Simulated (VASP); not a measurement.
Si2Ni:

```
CELL_PARAMETERS angstrom
0.00000 2.72090 2.72090
2.72090 0.00000 2.72090
2.72090 2.72090 0.00000
ATOMIC_POSITIONS crystal
Ni 0.00000 0.00000 0.00000
Si 0.75000 0.75000 0.75000
Si 0.25000 0.25000 0.25000
```

Base run:

- Program: VASP 6.6.1
- Functional: r2SCAN
- Potentials or basis: VASP PAW PBE potentials, release 64 (Ni, Si)
- Cutoff: 520 eV
- k mesh: 9 × 9 × 9
- Occupations: fermi-dirac, width 0.05 eV
- Spin: collinear spin, ferromagnetic start
- Starting moments: [1.0, 0.0, 0.0] μB

Its results: band gap on the k mesh zero (filled and empty bands overlap); pressure -4.3 GPa; net moment 0.00 μB per cell.

Task: The run is repeated on the same cell with these changes: functional from r2SCAN to PBE. What comes out?

Result: Band gap on the k mesh zero (filled and empty bands overlap); pressure 0.7 GPa; net moment 0.00 μB per cell.

Caveats: the PAW data sets were made with another functional, which shifts forces and pressure a little (some runs).
